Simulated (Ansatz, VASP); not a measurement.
## One calculation of Al, two programs

Contents of POSCAR:

```
Al
1.0
   -1.5912186900      1.5912186900      1.5912186900
    1.5912186900     -1.5912186900      1.5912186900
    1.5912186900      1.5912186900     -1.5912186900
Al
1
Direct
    0.0000000000      0.0000000000      0.0000000000
```

The input INCAR.step1:

```
PREC = Accurate
ENCUT = 600
EDIFF = 1E-5
ISMEAR = -1
SIGMA = 0.05
LREAL = F
LASPH = T
NELM = 60
ALGO = Normal
LWAVE = T
LCHARG = F
GGA = PE
NBANDS = 8
```

INCAR.step2

```
PREC = Accurate
ENCUT = 600
EDIFF = 1E-6
ISMEAR = -1
SIGMA = 0.05
LREAL = F
LASPH = T
NELM = 60
ALGO = Normal
ISIF = 3
LWAVE = F
LCHARG = F
GGA = B3
LHFCALC = T
AEXX = 0.2
AGGAX = 0.72
AGGAC = 0.81
ALDAC = 0.19
PRECFOCK = Normal
IBRION = 2
NSW = 60
EDIFFG = -0.01
ISTART = 1
```

File KPOINTS:

```
regular mesh
0
Gamma
  6 6 6
```

Contents of input:

```
crystal:
  lattice:
    - [-1.59121869, 1.59121869, 1.59121869]
    - [1.59121869, -1.59121869, 1.59121869]
    - [1.59121869, 1.59121869, -1.59121869]
  atoms:
    - { symbol: Al, position: [0.0, 0.0, 0.0] }
hamiltonian:
  xc: b3lyp
  pseudopotentials: { kind: paw }
kpoints:
  mp_grid: { grid: [6, 6, 6] }
scf:
  occupations: { method: fermi_dirac, width: 0.05 }
output:
  forces: true
  stress: true
  eigenvalues: true
  write_density: true
  write_potential: true
  elf: true
  volumetric_format: npy
relax:
  f_tol: 0.01
  max_steps: 40
  cell: { stress_tol: 0.05 }
```

Alike in both runs: task relaxation of cell and atoms; functional B3LYP; k mesh 6 × 6 × 6; occupations fermi-dirac, width 0.05 eV; no spin polarisation.

|  | VASP | Ansatz |
| --- | --- | --- |
| version | VASP 6.6.1 | Ansatz 0.2.0 |
| potentials or method | VASP PAW PBE potentials, release 64 (Al) | Ansatz PAW |
| plane-wave cutoff (eV) | 600 | 420 |
| valence electrons in the cell | 3 | 3 |

```tsv
	VASP	Ansatz	Ansatz less VASP
gap on the k mesh at the Fermi level, each at its own relaxed structure (eV)	none	none	-
relaxed volume (Å³/atom)	17.54	17.50	-0.038
relaxed length of the cell vector where the two differ most in proportion (Å)	2.835	2.833	-0.0020
```

VASP's potentials were made for PBE, not for B3LYP. A gap of «none» marks a metal or a gap that the smearing closes.

The k mesh is coarse, so the values compare programs but aren't converged. Noted on Ansatz's run: the plane-wave basis is chosen anew once the cell has moved, so the energies of steps on either side of that aren't comparable.
